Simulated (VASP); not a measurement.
# SnO (P6_3mc) in VASP: further runs

Aim: see how the results for SnO move with the level of theory and the settings. Levels: PBE, r2SCAN. Tasks: single point.

Everything below comes from runs of VASP 6.6.1. Logs are shortened: lines on timing, memory, paths and dates and some standing lists are left out, and cuts for length are marked.

**1. The cell of the first run**

The structure is hexagonal, space group P6_3mc (No. 186). The conventional cell has a = 3.298 Å, b = 3.298 Å, c = 9.216 Å, α = 90.00°, β = 90.00°, γ = 120.00°. Sn (site symmetry 3m) has 3 O at 2.16 Å within 2.9 Å. O (site symmetry 3m) has 3 Sn at 2.16 Å within 2.9 Å.

**2. Single point, PBE**

The input, INCAR:

```
SYSTEM = SnO
ALGO = Normal
EDIFF = 1E-6
ENCUT = 520
GGA = PE
ISIF = 2
ISMEAR = 0
LASPH = .True.
LCHARG = .True.
LELF = .True.
LREAL = .False.
LVHAR = .True.
LWAVE = .False.
NBANDS = 28
NELM = 100
PREC = Accurate
SIGMA = 0.01
```

The input, KPOINTS:

```
k-points
0
Gamma
  6 6 2
  0 0 0
```

The input, POSCAR:

```
SnO
1.0
    3.2981563157      0.0000000000      0.0000000000
   -1.6490781578      2.8562871550      0.0000000000
    0.0000000000      0.0000000000      9.2163706585
Sn O
2 2
Direct
    0.3333333333      0.6666666667     -0.0066374709
    0.6666666667      0.3333333333      0.4933625291
    0.3333333333      0.6666666667      0.3816374709
    0.6666666667      0.3333333333      0.8816374709
```

Potentials or basis: VASP PAW PBE potentials, release 64 (Sn_d, O).

The run is started by

```bash
cat potpaw_PBE.64/Sn_d/POTCAR potpaw_PBE.64/O/POTCAR > POTCAR
mpirun -np 1 vasp_std > vasp.out
```

OUTCAR:

```text
SYSTEM = SnO
   EDIFF = 1E-6
   ENCUT = 520
   GGA = PE
   ISIF = 2
   ISMEAR = 0
   LASPH = .True.
   LREAL = .False.
   NELM = 100
   PREC = Accurate

 ion  position               nearest neighbor table
   1  0.333  0.667  0.993-   4 2.16   4 2.16   4 2.16
   2  0.667  0.333  0.493-   3 2.16   3 2.16   3 2.16
   3  0.333  0.667  0.382-   2 2.16   2 2.16   2 2.16
   4  0.667  0.333  0.882-   1 2.16   1 2.16   1 2.16

  LATTYP: Found a hexagonal cell.
 ALAT       =     3.2981563157
 C/A-ratio  =     2.7944008035

  Lattice vectors:

 A1 = (   3.2981563157,   0.0000000000,   0.0000000000)
 A2 = (  -1.6490781578,   2.8562871550,   0.0000000000)
 A3 = (   0.0000000000,   0.0000000000,   9.2163706585)

Analysis of symmetry for initial positions (statically):
=====================================================================
 Subroutine PRICEL returns:
 Original cell was already a primitive cell.

 Routine SETGRP: Setting up the symmetry group for a
 hexagonal supercell.

 Subroutine GETGRP returns: Found 12 space group operations
 (whereof  6 operations were pure point group operations)
 out of a pool of 24 trial point group operations.

The static configuration has the point symmetry C_3v.
 The point group associated with its full space group is C_6v.

Analysis of symmetry for dynamics (positions and initial velocities):
=====================================================================
 Subroutine PRICEL returns:
 Original cell was already a primitive cell.

 Routine SETGRP: Setting up the symmetry group for a
 hexagonal supercell.

 Subroutine GETGRP returns: Found 12 space group operations
 (whereof  6 operations were pure point group operations)
 out of a pool of 24 trial point group operations.

The dynamic configuration has the point symmetry C_3v.
 The point group associated with its full space group is C_6v.

 Subroutine INISYM returns: Found 12 space group operations
 (whereof  6 operations are pure point group operations),
 and found     1 'primitive' translations

----------------------------------------------------------------------------------------

                                     Primitive cell

  volume of cell :      86.8226

  direct lattice vectors                    reciprocal lattice vectors
     3.298156316  0.000000000  0.000000000     0.303199698  0.175052427  0.000000000
    -1.649078158  2.856287155  0.000000000     0.000000000  0.350104855  0.000000000
     0.000000000  0.000000000  9.216370659     0.000000000  0.000000000  0.108502581

  length of vectors
     3.298156316  3.298156316  9.216370659     0.350104855  0.350104855  0.108502581

  position of ions in fractional coordinates (direct lattice)
     0.333333333  0.666666667  0.993362529
     0.666666667  0.333333333  0.493362529
     0.333333333  0.666666667  0.381637471
     0.666666667  0.333333333  0.881637471

  ion indices of the primitive-cell ions
   primitive index   ion index
                 1           1
                 2           2
                 3           3
                 4           4

----------------------------------------------------------------------------------------

 KPOINTS: k-points

Automatic generation of k-mesh.
 Grid dimensions read from file:
 generate k-points for:    6    6    2

 Generating k-lattice:

  Cartesian coordinates                     Fractional coordinates (reciprocal lattice)
     0.050533283  0.029175405  0.000000000     0.166666667  0.000000000  0.000000000
     0.000000000  0.058350809  0.000000000     0.000000000  0.166666667  0.000000000
     0.000000000  0.000000000  0.054251290     0.000000000  0.000000000  0.500000000

  Length of vectors
     0.058350809  0.058350809  0.054251290

  Shift w.r.t. Gamma in fractional coordinates (k-lattice)
     0.000000000  0.000000000  0.000000000

 Subroutine IBZKPT returns following result:
 ===========================================

 Found     14 irreducible k-points:

 Following reciprocal coordinates:
            Coordinates               Weight
  0.000000  0.000000  0.000000      1.000000
  0.166667 -0.000000  0.000000      6.000000
  0.333333  0.000000  0.000000      6.000000
  0.500000  0.000000  0.000000      3.000000
  0.166667  0.166667  0.000000      6.000000
  0.333333  0.166667  0.000000     12.000000
  0.333333  0.333333  0.000000      2.000000
  0.000000  0.000000  0.500000      1.000000
  0.166667 -0.000000  0.500000      6.000000
  0.333333  0.000000  0.500000      6.000000
  0.500000  0.000000  0.500000      3.000000
  0.166667  0.166667  0.500000      6.000000
  0.333333  0.166667  0.500000     12.000000
  0.333333  0.333333  0.500000      2.000000
   k-points           NKPTS =     14   k-points in BZ     NKDIM =     14   number of bands    NBANDS=     28
   number of dos      NEDOS =    301   number of ions     NIONS =      4
   total plane-waves  NPLWV =  54880
   dimension x,y,z NGX =    28 NGY =   28 NGZ =   70
   dimension x,y,z NGXF=    56 NGYF=   56 NGZF=  140
   ions per type =               2   2
   NGX,Y,Z   is equivalent  to a cutoff of  14.11, 14.11, 12.63 a.u.
   NGXF,Y,Z  is equivalent  to a cutoff of  28.23, 28.23, 25.25 a.u.
 SYSTEM =  SnO
   PREC   = accura    normal or accurate (medium, high low for compatibility)
   ISTART =      0    job   : 0-new  1-cont  2-samecut
   ICHARG =      2    charge: 1-file 2-atom 10-const
   ISPIN  =      1    spin polarized calculation?
   LNONCOLLINEAR =      F non collinear calculations
   LSORBIT =      F    spin-orbit coupling
   LASPH  =      T    aspherical Exc in radial PAW
   ENCUT  =  520.0 eV  38.22 Ry    6.18 a.u.   6.13  6.13 17.14*2*pi/ulx,y,z
   NELM   =    100;   NELMIN=  2; NELMDL= -5     # of ELM steps
   EDIFF  = 0.1E-05   stopping-criterion for ELM
   LREAL  =      F    real-space projection
   EDIFFG = 0.1E-04   stopping-criterion for IOM
   NSW    =      0    number of steps for IOM
   IBRION =     -1    ionic relax: 0-MD 1-quasi-New 2-CG
   NFREE  =      0    steps in history (QN), initial steepest desc. (CG)
   ISIF   =      2    stress and relaxation
   ISYM   =      2    0-nonsym 1-usesym 2-fastsym
   POTIM  = 0.5000    time-step for ionic-motion
   TEBEG  =    0.0;   TEEND  =   0.0 temperature during run
   PSTRESS=    0.0 pullay stress
   NELECT =      40.0000    total number of electrons
   NUPDOWN=      -1.0000    fix difference up-down
   EMIN   =  10.00;   EMAX   =-10.00  energy-range for DOS
   EFERMI =   0.00;   METHOD = LEGACY
   ISMEAR =     0;   SIGMA  =   0.01  broadening in eV -4-tet -1-fermi 0-gaus
   EFERMI_NEDOS =   21; number of points for ismear=-14 and -15
   IALGO  =     38    algorithm
   IMIX   =      4    mixing-type and parameters
     AMIX     =   0.40;   BMIX     =  1.00
     AMIX_MAG =   1.60;   BMIX_MAG =  1.00
  volume/ion in A,a.u.               =      21.71       146.48
  Fermi-wavevector in a.u.,A,eV,Ry     =   1.264398  2.389366 21.751667  1.598702
  Thomas-Fermi vector in A             =   2.397705
   LORBIT       =      0    0 simple, 1 ext, 2 COOP (PROOUT), +10 PAW based schemes
   GGA     = PE    functional components
   LHFCALC =     F    Hartree Fock is set to
   AEXX    =    0.0000 exact exchange contribution
   IVDW    =     0    specifies the selected vdW correction
   LEPSILON=     F    determine dielectric tensor
   LRPA    =     F    only Hartree local field effects (RPA)
 non-spin polarized calculation
 Gauss-broadening in eV      SIGMA  =   0.01
  energy-cutoff  :      520.00
  volume of cell :       86.82
 maximum number of plane-waves:      2376
 NGX is ok and might be reduce to    28
   NGX = 13   NGY = 13   NGZ = 35

 number of electron      39.9999994 magnetization

 Free energy of the ion-electron system (eV)
  ---------------------------------------------------
  ext. energy  EPLUGINS =         0.00000000
  ---------------------------------------------------
  free energy    TOTEN  =       -21.41789024 eV

  energy without entropy =      -21.41789024  energy(sigma->0) =      -21.41789024

 E-fermi :   4.0288     XC(G=0):  -8.9609

 val. band max:        3.9330951074   @ k =   0.3333   0.3333   0.0000
 cond. band min:       5.3227338084   @ k =   0.0000   0.0000   0.0000
 fundamental gap:      1.3896387010
 Fermi energy:         4.0287605740

 k-point     1 :       0.0000    0.0000    0.0000
  band No.  band energies     occupation
      1     -16.9827      2.00000
      2     -16.9827      2.00000
      3     -16.9827      2.00000
      4     -16.9827      2.00000
      5     -16.9823      2.00000
      6     -16.9789      2.00000
[... 20 lines left out ...]
     27      12.6398      0.00000
     28      14.4143      0.00000

 k-point     2 :       0.1667   -0.0000    0.0000
  band No.  band energies     occupation
      1     -17.1166      2.00000
      2     -17.1139      2.00000
      3     -16.9357      2.00000
      4     -16.9356      2.00000
      5     -16.9075      2.00000
      6     -16.9064      2.00000
[... 20 lines left out ...]
     27      12.3041      0.00000
     28      14.5962      0.00000

 k-point     3 :       0.3333    0.0000    0.0000
  band No.  band energies     occupation
      1     -17.3030      2.00000
      2     -17.3013      2.00000
      3     -16.9154      2.00000
      4     -16.9141      2.00000
      5     -16.8533      2.00000
      6     -16.8529      2.00000
[... 20 lines left out ...]
     27      11.9571      0.00000
     28      13.1349      0.00000

 k-point     4 :       0.5000    0.0000    0.0000
  band No.  band energies     occupation
      1     -17.3859      2.00000
      2     -17.3852      2.00000
      3     -16.9362      2.00000
      4     -16.9351      2.00000
      5     -16.8421      2.00000
      6     -16.8412      2.00000
[... 268 lines left out ...]
     27      13.2503      0.00000
     28      13.2503      0.00000

 k-point    13 :       0.3333    0.1667    0.5000
  band No.  band energies     occupation
      1     -17.3507      2.00000
      2     -17.3507      2.00000
      3     -16.9088      2.00000
      4     -16.9088      2.00000
      5     -16.8666      2.00000
      6     -16.8666      2.00000
[... 20 lines left out ...]
     27      12.5217      0.00000
     28      12.5217      0.00000

 k-point    14 :       0.3333    0.3333    0.5000
  band No.  band energies     occupation
      1     -17.3551      2.00000
      2     -17.3551      2.00000
      3     -16.8874      2.00000
      4     -16.8874      2.00000
      5     -16.8587      2.00000
      6     -16.8587      2.00000
[... 20 lines left out ...]
     27      13.0132      0.00000
     28      13.0132      0.00000

------------------------ aborting loop because EDIFF is reached ----------------------------------------

  FORCE on cell =-STRESS in cart. coord.  units (eV):
  Direction    XX          YY          ZZ          XY          YZ          ZX
  --------------------------------------------------------------------------------------
  -------------------------------------------------------------------------------------
  Total        2.1494042      2.1494042      1.1438198      0.0000000      0.0000000      0.0000000
  in kB       39.6639211     39.6639211     21.1074211      0.0000000      0.0000000      0.0000000
  external PRESSURE =      33.4784211 kB  Pullay stress =       0.0000000 kB

 VOLUME and BASIS-vectors are now :
 -----------------------------------------------------------------------------
  energy-cutoff  :      520.00
  volume of cell :       86.82
      direct lattice vectors                 reciprocal lattice vectors
     3.298156316  0.000000000  0.000000000     0.303199698  0.175052427  0.000000000
    -1.649078158  2.856287155  0.000000000     0.000000000  0.350104855  0.000000000
     0.000000000  0.000000000  9.216370659     0.000000000  0.000000000  0.108502581

 POSITION                                       TOTAL-FORCE (eV/Angst)
 -----------------------------------------------------------------------------------
     -0.00000      1.90419      9.15520        -0.000000      0.000000      0.505411
      1.64908      0.95210      4.54701        -0.000000      0.000000      0.505411
     -0.00000      1.90419      3.51731         0.000000     -0.000000     -0.505411
      1.64908      0.95210      8.12550        -0.000000      0.000000     -0.505411
 -----------------------------------------------------------------------------------
    total drift:                               -0.000000      0.000000      0.001385

  FREE ENERGIE OF THE ION-ELECTRON SYSTEM (eV)
  ---------------------------------------------------
  free  energy   TOTEN  =       -21.4178902362 eV

  energy  without entropy=      -21.4178902362  energy(sigma->0) =      -21.41789024
```

Wall time 30 s (1 thread of Intel Xeon Platinum 8559C (Emerald Rapids), shared host); peak memory 0.22 GiB.

What came out:

```
Free energy            : -21.4179 eV
Pressure               : 3.3 GPa
Largest force          : 0.505 eV/Å
Band gap on the k mesh : 1.39 eV, indirect (least direct gap 1.66 eV)
```

Forces in eV/Å, atoms in the order of the input:
```
Sn   0.000  0.000  0.505
Sn   0.000  0.000  0.505
O    0.000  0.000 -0.505
O    0.000  0.000 -0.505
```

Caveat: spin-orbit coupling is left out, which moves the levels of the heavy elements.

**3. Single point, r2SCAN**

POSCAR is that of step 2.

The input, INCAR.step1:

```
SYSTEM = SnO
PREC = Accurate
ENCUT = 520
ISMEAR = 0
SIGMA = 0.01
LREAL = .FALSE.
LASPH = .TRUE.
NELM = 60
NBANDS = 28
GGA = PE
ALGO = Normal
EDIFF = 1E-4
LWAVE = .TRUE.
LCHARG = .FALSE.
```

The input, INCAR.step2:

```
SYSTEM = SnO
PREC = Accurate
ENCUT = 520
EDIFF = 1E-6
ISMEAR = 0
SIGMA = 0.01
LREAL = .FALSE.
LASPH = .TRUE.
NELM = 60
ALGO = Normal
ISIF = 2
LWAVE = .FALSE.
LCHARG = .FALSE.
METAGGA = R2SCAN
LMIXTAU = .TRUE.
NBANDS = 28
ISTART = 1
```

The input, KPOINTS:

```
Automatic mesh
0
G
  6 6 2
  0 0 0
```

Potentials or basis: VASP PAW PBE potentials, release 64 (Sn_d, O).

The run is started by

```bash
cat potpaw_PBE.64/Sn_d/POTCAR potpaw_PBE.64/O/POTCAR > POTCAR
cp INCAR.step1 INCAR
mpirun -np 1 vasp_std > vasp.out
cp INCAR.step2 INCAR
mpirun -np 1 vasp_std > vasp.out
```

It took 93 s on 1 thread of Intel Xeon Platinum 8559C (Emerald Rapids), shared host; peak memory 0.24 GiB.

Results (log left out):

```
Free energy            : -65.3493 eV
Pressure               : 0.5 GPa
Largest force          : 0.108 eV/Å
Band gap on the k mesh : 1.60 eV, indirect (least direct gap 1.87 eV)
```

Forces on the atoms (eV/Å):
```
Sn   0.000  0.000  0.108
Sn   0.000  0.000  0.108
O    0.000  0.000 -0.108
O    0.000  0.000 -0.108
```

Stress tensor (GPa, compression positive):
```
0.55 0.00 0.00
0.00 0.55 0.00
0.00 0.00 0.29
```

Levels at points of the mesh, in eV from the valence-band top:
```tsv
k point	band 17	band 18	band 19	band 20	band 21	band 22	band 23	band 24
(0.00, 0.00, 0.00)	-2.87	-2.87	-2.31	-1.11	1.65	3.05	7.96	9.15
(0.50, 0.00, 0.00)	-3.71	-3.68	-0.80	-0.27	1.60	1.79	5.88	6.68
(0.00, 0.00, 0.50)	-2.88	-2.88	-1.76	-1.76	2.36	2.36	9.19	9.19
(0.50, 0.00, 0.50)	-3.70	-3.70	-0.59	-0.59	1.77	1.77	6.21	6.21
```

Caveat: the PAW data sets were made with another functional, which shifts forces and pressure a little; spin-orbit coupling is left out, which moves the levels of the heavy elements.

**4. Single point, PBE, non-collinear spin, zero start, spin-orbit coupling**

The input, INCAR:

```
SYSTEM = SnO
ALGO = Normal
EDIFF = 1E-6
ENCUT = 520
GGA = PE
GGA_COMPAT = .False.
ISIF = 2
ISMEAR = 0
LASPH = .True.
LCHARG = .False.
LNONCOLLINEAR = .True.
LORBIT = 11
LORBMOM = .True.
LREAL = .False.
LSORBIT = .True.
LWAVE = .False.
MAGMOM = 0 0 0 0 0 0 0 0 0 0 0 0
NBANDS = 54
NELM = 150
PREC = Accurate
SIGMA = 0.01
```

The input, KPOINTS:

```
k-points
0
Gamma
  6 6 2
  0 0 0
```

POSCAR is that of step 3.

The run is started by

```bash
cat potpaw_PBE.64/Sn_d/POTCAR potpaw_PBE.64/O/POTCAR > POTCAR
mpirun -np 1 vasp_ncl > vasp.out
```

It took 2.1 min on 1 thread of Intel Xeon Platinum 8559C (Emerald Rapids), shared host; peak memory 0.46 GiB.

The run converged. Its results:

| Property | Result |
| --- | --- |
| Free energy | -21.4984 eV |
| Pressure | 3.3 GPa |
| Largest force | 0.506 eV/Å |
| Net moment | 0.00 μB per cell |
| Valence electrons inside the program's atomic spheres | Sn 12.19; O 4.97 |

Forces in eV/Å, atoms in the order of the input:
```
Sn   0.000  0.000  0.506
Sn   0.000  0.000  0.506
O    0.000  0.000 -0.506
O    0.000  0.000 -0.506
```

Stress tensor (GPa, compression positive):
```
3.92 0.00 0.00
0.00 3.92 0.00
0.00 0.00 2.11
```

Moments on the atoms (μB; x, y, z):
```
Sn  0.00 0.00 0.00
Sn  0.00 0.00 0.00
O   0.00 0.00 0.00
O   0.00 0.00 0.00
```

Caveat: the k points lie up to 0.37 Å⁻¹ apart.

**5. Overview**

```csv
level,spin,gap on the mesh (eV),pressure (GPa),largest force (eV/Å)
PBE,off,1.39,3.3,0.51
r2SCAN,off,1.60,0.5,0.11
PBE,"non-collinear, zero start, SOC",-,3.3,0.51
```

Alike in all rows: task single point; potentials or basis VASP PAW PBE potentials, release 64 (Sn_d, O); cell as given; k mesh 6 × 6 × 2; cutoff (eV) 520; smearing gaussian 0.01 eV.

Caveats: some runs use coarse meshes; spin-orbit coupling is left out, which moves the levels of the heavy elements (some runs); the PAW data sets were made with another functional, which shifts forces and pressure a little (some runs).

Absolute energies hang on the potentials; compare differences alone.
